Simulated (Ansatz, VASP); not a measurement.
Two plane-wave programs on In3B2H3

```xyz
8
Lattice="2.6174 -2.9006 0.0000 2.6174 2.9006 0.0000 0.0000 0.0000 7.2680" Properties=species:S:1:pos:R:3 pbc="T T T"
In    0.0000    0.0000    5.5397
In    0.0000    0.0000    1.7283
In    2.6174    0.0000    0.0000
B     2.6174   -0.8214    3.6340
B     2.6174    0.8214    3.6340
H     1.3087    1.4503    3.6340
H     1.3087   -1.4503    3.6340
H     0.0000    0.0000    3.6340
```

Alike in both runs: functional PBE; k mesh 3 × 3 × 2; occupations gaussian, width 0.15 eV; no spin polarisation.

Ansatz relaxed the structure, and its values are those at the end. VASP's run is a single point on that final structure, the one shown.

```csv
,VASP,Ansatz
version,VASP 6.6.1,Ansatz 0.2.0
potentials or method,"VASP PAW PBE potentials, release 64 (In_d, B, H), cutoff 500 eV","scalar-relativistic, plane waves, PAW"
valence electrons in the cell,48,48
```

```tsv
	VASP	Ansatz	Ansatz less VASP
gap on the k mesh at the Fermi level (eV)	none	none	-
pressure (GPa)	0.5	0.5	+0.08
rms of the force components (eV/Å)	0.021	0.018	-0.0026
```

A gap of «none» marks a metal or a gap that the smearing closes.

The k mesh is coarse, so the values compare programs but aren't converged.
